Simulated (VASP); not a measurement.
# Rh (P6_3/mmc) in VASP: notebook, part 2 of 3

VASP 6.6.1. The steps go on from the part before.

## 3. Single point, PBEsol

This run uses another cell than the first one, of the same volume but with other edges.

Contents of INCAR:

```
SYSTEM = Rh
PREC = Accurate ; ENCUT = 520
EDIFF = 1E-6 ; ISMEAR = 0
SIGMA = 0.15 ; LREAL = .False.
LASPH = .True. ; NELM = 60
ALGO = Fast ; ISIF = 2
LWAVE = .False. ; LCHARG = .False.
GGA = PS ; NBANDS = 22
```

Contents of KPOINTS:

```
regular mesh
0
Gamma
  24 24 12
  0 0 0
```

Contents of POSCAR:

```
Rh
1.0
    2.5699496729      0.0000000000      0.0000000000
   -1.2849748364      2.2256417031      0.0000000000
    0.0000000000      0.0000000000      5.0008412430
Rh
2
Direct
    0.6666666667      0.3333333333      0.7500000000
    0.3333333333      0.6666666667      0.2500000000
```

Potentials or basis: VASP PAW PBE potentials, release 64 (Rh_pv).

Started as:

```
cat potpaw_PBE.64/Rh_pv/POTCAR > POTCAR
mpirun -np 1 vasp_std > vasp.out
```

OUTCAR:

```text
SYSTEM = Rh
   PREC = Accurate
   ENCUT = 520
   EDIFF = 1E-6
   ISMEAR = 0
   LREAL = .False.
   LASPH = .True.
   NELM = 60
   ISIF = 2
   GGA = PS

 ion  position               nearest neighbor table
   1  0.667  0.333  0.750-   2 2.91   2 2.91   2 2.91   2 2.91   2 2.91   2 2.91
   2  0.333  0.667  0.250-   1 2.91   1 2.91   1 2.91   1 2.91   1 2.91   1 2.91

  LATTYP: Found a hexagonal cell.
 ALAT       =     2.5699496729
 C/A-ratio  =     1.9458907292

  Lattice vectors:

 A1 = (   2.5699496729,   0.0000000000,   0.0000000000)
 A2 = (  -1.2849748364,   2.2256417031,   0.0000000000)
 A3 = (   0.0000000000,   0.0000000000,   5.0008412430)

Analysis of symmetry for initial positions (statically):
=====================================================================
 Subroutine PRICEL returns:
 Original cell was already a primitive cell.

 Routine SETGRP: Setting up the symmetry group for a
 hexagonal supercell.

 Subroutine GETGRP returns: Found 24 space group operations
 (whereof 12 operations were pure point group operations)
 out of a pool of 24 trial point group operations.

The static configuration has the point symmetry D_3d.
 The point group associated with its full space group is D_6h.

Analysis of symmetry for dynamics (positions and initial velocities):
=====================================================================
 Subroutine PRICEL returns:
 Original cell was already a primitive cell.

 Routine SETGRP: Setting up the symmetry group for a
 hexagonal supercell.

 Subroutine GETGRP returns: Found 24 space group operations
 (whereof 12 operations were pure point group operations)
 out of a pool of 24 trial point group operations.

The dynamic configuration has the point symmetry D_3d.
 The point group associated with its full space group is D_6h.

 Subroutine INISYM returns: Found 24 space group operations
 (whereof 12 operations are pure point group operations),
 and found     1 'primitive' translations

----------------------------------------------------------------------------------------

                                     Primitive cell

  volume of cell :      28.6037

  direct lattice vectors                    reciprocal lattice vectors
     2.569949673  0.000000000  0.000000000     0.389112678  0.224654309  0.000000000
    -1.284974836  2.225641703  0.000000000     0.000000000  0.449308619  0.000000000
     0.000000000  0.000000000  5.000841243     0.000000000  0.000000000  0.199966356

  length of vectors
     2.569949673  2.569949673  5.000841243     0.449308619  0.449308619  0.199966356

  position of ions in fractional coordinates (direct lattice)
     0.666666667  0.333333333  0.750000000
     0.333333333  0.666666667  0.250000000

  ion indices of the primitive-cell ions
   primitive index   ion index
                 1           1
                 2           2

----------------------------------------------------------------------------------------

 KPOINTS: regular mesh

Automatic generation of k-mesh.
 Grid dimensions read from file:
 generate k-points for:   24   24   12

 Generating k-lattice:

  Cartesian coordinates                     Fractional coordinates (reciprocal lattice)
     0.016213028  0.009360596  0.000000000     0.041666667  0.000000000  0.000000000
     0.000000000  0.018721192  0.000000000     0.000000000  0.041666667  0.000000000
     0.000000000  0.000000000  0.016663863     0.000000000  0.000000000  0.083333333

  Length of vectors
     0.018721192  0.018721192  0.016663863

  Shift w.r.t. Gamma in fractional coordinates (k-lattice)
     0.000000000  0.000000000  0.000000000

 Subroutine IBZKPT returns following result:
 ===========================================

 Found    427 irreducible k-points:

 Following reciprocal coordinates:
            Coordinates               Weight
  0.000000  0.000000  0.000000      1.000000
  0.041667  0.000000  0.000000      6.000000
  0.083333 -0.000000  0.000000      6.000000
  0.125000  0.000000  0.000000      6.000000
  0.166667 -0.000000  0.000000      6.000000
  0.208333 -0.000000  0.000000      6.000000
[... 16 lines left out ...]
  0.416667  0.041667  0.000000     12.000000
  0.458333  0.041667  0.000000     12.000000
 [... further k-points ...]
   k-points           NKPTS =    427   k-points in BZ     NKDIM =    427   number of bands    NBANDS=     22
   number of dos      NEDOS =    301   number of ions     NIONS =      2
   total plane-waves  NPLWV =  16000
   dimension x,y,z NGX =    20 NGY =   20 NGZ =   40
   dimension x,y,z NGXF=    40 NGYF=   40 NGZF=   80
   ions per type =               2
   NGX,Y,Z   is equivalent  to a cutoff of  12.94, 12.94, 13.30 a.u.
   NGXF,Y,Z  is equivalent  to a cutoff of  25.88, 25.88, 26.59 a.u.
 SYSTEM =  Rh
   PREC   = accura    normal or accurate (medium, high low for compatibility)
   ISTART =      0    job   : 0-new  1-cont  2-samecut
   ICHARG =      2    charge: 1-file 2-atom 10-const
   ISPIN  =      1    spin polarized calculation?
   LNONCOLLINEAR =      F non collinear calculations
   LSORBIT =      F    spin-orbit coupling
   LASPH  =      T    aspherical Exc in radial PAW
   ENCUT  =  520.0 eV  38.22 Ry    6.18 a.u.   4.78  4.78  9.30*2*pi/ulx,y,z
   NELM   =     60;   NELMIN=  2; NELMDL= -5     # of ELM steps
   EDIFF  = 0.1E-05   stopping-criterion for ELM
   LREAL  =      F    real-space projection
   EDIFFG = 0.1E-04   stopping-criterion for IOM
   NSW    =      0    number of steps for IOM
   IBRION =     -1    ionic relax: 0-MD 1-quasi-New 2-CG
   NFREE  =      0    steps in history (QN), initial steepest desc. (CG)
   ISIF   =      2    stress and relaxation
   ISYM   =      2    0-nonsym 1-usesym 2-fastsym
   POTIM  = 0.5000    time-step for ionic-motion
   TEBEG  =    0.0;   TEEND  =   0.0 temperature during run
   PSTRESS=    0.0 pullay stress
   NELECT =      30.0000    total number of electrons
   NUPDOWN=      -1.0000    fix difference up-down
   EMIN   =  10.00;   EMAX   =-10.00  energy-range for DOS
   EFERMI =   0.00;   METHOD = LEGACY
   ISMEAR =     0;   SIGMA  =   0.15  broadening in eV -4-tet -1-fermi 0-gaus
   EFERMI_NEDOS =   21; number of points for ismear=-14 and -15
   IALGO  =     68    algorithm
   IMIX   =      4    mixing-type and parameters
     AMIX     =   0.40;   BMIX     =  1.00
     AMIX_MAG =   1.60;   BMIX_MAG =  1.00
  volume/ion in A,a.u.               =      14.30        96.51
  Fermi-wavevector in a.u.,A,eV,Ry     =   1.663314  3.143208 37.642066  2.766614
  Thomas-Fermi vector in A             =   2.750053
   LORBIT       =      0    0 simple, 1 ext, 2 COOP (PROOUT), +10 PAW based schemes
   GGA     = PS    functional components
   LHFCALC =     F    Hartree Fock is set to
   AEXX    =    0.0000 exact exchange contribution
   IVDW    =     0    specifies the selected vdW correction
   LEPSILON=     F    determine dielectric tensor
   LRPA    =     F    only Hartree local field effects (RPA)
 non-spin polarized calculation
 RMM-DIIS sequential band-by-band and
 Gauss-broadening in eV      SIGMA  =   0.15
  energy-cutoff  :      520.00
  volume of cell :       28.60
 maximum number of plane-waves:       799
 NGX is ok and might be reduce to    20

 number of electron      30.0000000 magnetization

 Free energy of the ion-electron system (eV)
  ---------------------------------------------------
  ext. energy  EPLUGINS =         0.00000000
  ---------------------------------------------------
  free energy    TOTEN  =       -15.62816873 eV

  energy without entropy =      -15.59190325  energy(sigma->0) =      -15.61003599

 E-fermi :  11.0090     XC(G=0): -13.9269

 val. band max:       11.0068596342   @ k =   0.2083   0.1250   0.2500
 cond. band min:      11.0094226767   @ k =   0.4167   0.0000   0.4167
 fundamental gap:      0.0025630425
 Fermi energy:        11.0089809154

 k-point     1 :       0.0000    0.0000    0.0000
  band No.  band energies     occupation
      1     -35.5718      2.00000
      2     -35.2006      2.00000
      3     -35.1685      2.00000
      4     -35.1685      2.00000
      5     -35.1396      2.00000
      6     -35.1396      2.00000
[... 14 lines left out ...]
     21      28.0940      0.00000
     22      29.6458      0.00000
[... 552 lines left out ...]
  band No.  band energies     occupation
      1     -36.0383      2.00000
      2     -35.9961      2.00000
      3     -35.3974      2.00000
      4     -35.3443      2.00000
      5     -35.3186      2.00000
      6     -35.2013      2.00000
[... 14 lines left out ...]
     21      24.3109      0.00000
     22      24.5780      0.00000

 [... further k-points ...]

------------------------ aborting loop because EDIFF is reached ----------------------------------------

  FORCE on cell =-STRESS in cart. coord.  units (eV):
  Direction    XX          YY          ZZ          XY          YZ          ZX
  --------------------------------------------------------------------------------------
  -------------------------------------------------------------------------------------
  Total        2.2481382      2.2481382     -6.4347334      0.0000000      0.0000000      0.0000000
  in kB      125.9246199    125.9246199   -360.4277349      0.0000000      0.0000000      0.0000000
  external PRESSURE =     -36.1928317 kB  Pullay stress =       0.0000000 kB

 VOLUME and BASIS-vectors are now :
 -----------------------------------------------------------------------------
  energy-cutoff  :      520.00
  volume of cell :       28.60
      direct lattice vectors                 reciprocal lattice vectors
     2.569949673  0.000000000  0.000000000     0.389112678  0.224654309  0.000000000
    -1.284974836  2.225641703  0.000000000     0.000000000  0.449308619  0.000000000
     0.000000000  0.000000000  5.000841243     0.000000000  0.000000000  0.199966356

 POSITION                                       TOTAL-FORCE (eV/Angst)
 -----------------------------------------------------------------------------------
      1.28497      0.74188      3.75063         0.000000     -0.000000      0.000000
     -0.00000      1.48376      1.25021        -0.000000      0.000000      0.000000
 -----------------------------------------------------------------------------------
    total drift:                               -0.000000      0.000000     -0.000000

  FREE ENERGIE OF THE ION-ELECTRON SYSTEM (eV)
  ---------------------------------------------------
  free  energy   TOTEN  =       -15.6281687346 eV

  energy  without entropy=      -15.5919032480  energy(sigma->0) =      -15.61003599
```

Run time: 6.3 min. Hardware: 1 thread of Intel Xeon 8259CL, shared host; peak memory 0.31 GiB.

What came out:

| Property | Result |
| --- | --- |
| Free energy | -15.6282 eV |
| Pressure | -3.6 GPa |
| Band gap on the k mesh | zero (bands 15 and 16 overlap by 2.52 eV) |

Stress tensor (GPa, compression positive):
```
 12.59   0.00   0.00
  0.00  12.59   0.00
  0.00   0.00 -36.04
```

Caveat: the stress differs along the axes, from -36 to 13 GPa; the PAW data sets were made with another functional, which shifts forces and pressure a little.

## 4. Single point, PBEsol

This run uses another cell than the first one, of the same volume but with other edges.

Contents of INCAR:

```
PREC = Accurate
ENCUT = 520
EDIFF = 1E-6
ISMEAR = 0
SIGMA = 0.15
LREAL = False
LASPH = True
NELM = 80
ALGO = Fast
ISIF = 2
LWAVE = False
LCHARG = False
GGA = PS
NBANDS = 22
```

Contents of KPOINTS:

```
Automatic mesh
0
Gamma
  24 24 12
```

Contents of POSCAR:

```
Rh
1.0
    2.8079481983      0.0000000000      0.0000000000
   -1.4039740991      2.4317544722      0.0000000000
    0.0000000000      0.0000000000      4.1890362815
Rh
2
Direct
    0.6666666667      0.3333333333      0.7500000000
    0.3333333333      0.6666666667      0.2500000000
```

Started as:

```
cat potpaw_PBE.64/Rh_pv/POTCAR > POTCAR
mpirun -np 1 vasp_std > vasp.out
```

It took 5.2 min on 1 thread of Intel Xeon 8259CL, shared host; peak memory 0.32 GiB.

It converged, with:

* Free energy: -16.0698 eV
* Pressure: -11.7 GPa
* Band gap on the k mesh: zero (bands 15 and 16 overlap by 2.00 eV)

Stress tensor (GPa, compression positive):
```
-17.13   0.00   0.00
  0.00 -17.13   0.00
  0.00   0.00  -0.89
```

Levels at points of the mesh, in eV from the Fermi level:
| k point | band 11 | band 12 | band 13 | band 14 | band 15 | band 16 | band 17 | band 18 | band 19 | band 20 |
| --- | --- | --- | --- | --- | --- | --- | --- | --- | --- | --- |
| (0.00, 0.00, 0.00) | -2.35 | -2.35 | -2.35 | -2.27 | -2.27 | 0.10 | 0.10 | 1.53 | 9.34 | 15.33 |
| (0.50, 0.00, 0.00) | -2.34 | -2.25 | -1.79 | 0.01 | 0.45 | 0.83 | 2.64 | 4.56 | 10.27 | 11.15 |
| (0.00, 0.00, 0.50) | -3.23 | -3.23 | -2.76 | -2.76 | -0.37 | -0.37 | -0.37 | -0.37 | 14.91 | 14.91 |
| (0.50, 0.00, 0.50) | -1.88 | -1.88 | -0.38 | -0.38 | 0.30 | 0.30 | 2.46 | 2.46 | 8.73 | 8.73 |

Caveat: the stress differs along the axes, from -17 to -1 GPa; the PAW data sets were made with another functional, which shifts forces and pressure a little.

(Part 2 of 3 ends here.)
